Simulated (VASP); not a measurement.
Wanted: the native input for a VASP 6.6.1 run.

```yaml
Task: relaxation of cell and atoms
Functional: PBE
Potentials_or_basis: VASP PAW PBE potentials, release 64 (Mg, O)
Cutoff: 600 eV
k_mesh: 8 × 8 × 6
Occupations: gaussian, width 0.01 eV
Spin: no spin polarisation
Dipole_correction: no
Further_INCAR_settings: ALGO = Normal; EDIFF = 1e-07; IBRION = 2; EDIFFG = -0.005; NSW = 80; ISIF = 3
```

The structure of MgO lies in POSCAR:

```
MgO
1.0
    2.9783337624      0.0000000000      0.0000000000
    0.0000000000      2.9783337624      0.0000000000
    0.0000000000      0.0000000000      4.2120000000
Mg O
2 2
Direct
    0.0000000000      0.0000000000      0.0000000000
    0.5000000000      0.5000000000      0.5000000000
    0.5000000000      0.5000000000      0.0000000000
    0.0000000000      0.0000000000      0.5000000000
```

These files were run (other wordings do the same):

INCAR

```
SYSTEM = MgO
  ALGO = Normal
  EDIFF = 1E-7
  EDIFFG = -0.005
  ENCUT = 600
  GGA = PE
  IBRION = 2
  ISIF = 3
  ISMEAR = 0
  LASPH = .True.
  LCHARG = .False.
  LREAL = .False.
  LWAVE = .False.
  NELM = 60
  NSW = 80
  PREC = Accurate
  SIGMA = 0.01
```

KPOINTS

```
k-points
0
Gamma
  8 8 6
  0 0 0
```

Potentials or basis: VASP PAW PBE potentials, release 64 (Mg, O).

The run is started by

```bash
$ cat potpaw_PBE.64/Mg/POTCAR potpaw_PBE.64/O/POTCAR > POTCAR
$ mpirun -np 1 vasp_std > vasp.out
```

It gave:

The relaxed volume is 9.56 Å³/atom, the relaxed cell is a = 3.002 Å, b = 3.002 Å, c = 4.245 Å, α = 90.00°, β = 90.00°, γ = 90.00° and the space group after relaxing (to 0.05 Å) is Fm-3m (No. 225). The energy gained by relaxing is 2.5 meV/atom, the ionic steps are 3 and the pressure after relaxing is 0.0 GPa. The band gap on the k mesh is 4.50 eV.

Run time: 42 s on 1 thread of Intel(R) Xeon(R) Platinum 8375C CPU @ 2.90GHz (Ice Lake), on a shared host, peak memory 0.17 GiB.
